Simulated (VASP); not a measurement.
Runs of VASP 6.6.1 on Au. The structure is that of space group Fm-3m (No. 225), or close to it. The cells are those of the table. 

```tsv
task	cell	k mesh	cutoff (eV)	gap on the mesh (eV)	pressure (GPa)	relaxed volume (Å³/atom)
relaxation of cell and atoms	relaxed from a = 2.946 Å, angles 60.0°, 1 atom	18 × 18 × 18	600	none	0.0	(a)
single point	a = 2.946 Å, angles 60.0°, 1 atom	8 × 8 × 8	500	none	-0.3	-
relaxation of cell and atoms	relaxed from a = 2.885 Å, angles 60.0°, 1 atom	8 × 8 × 8	500	none	-0.2	18.06
single point	a = 2.940 Å, angles 60.0°, 1 atom	18 × 18 × 18	520	none	-0.3	-
```

Alike in all rows: level PBE; potentials or basis VASP PAW PBE potentials, release 64 (Au); no spin polarisation; smearing gaussian 0.1 eV.

Question: Estimate the missing entries.

Answer: (a) 17.95.

Caveats: spin-orbit coupling is left out, which moves the levels of the heavy elements.

A k mesh can miss the band edges, and the runs leave out spin-orbit coupling on Au.

A gap of «none» marks levels without a gap at the run's occupations.
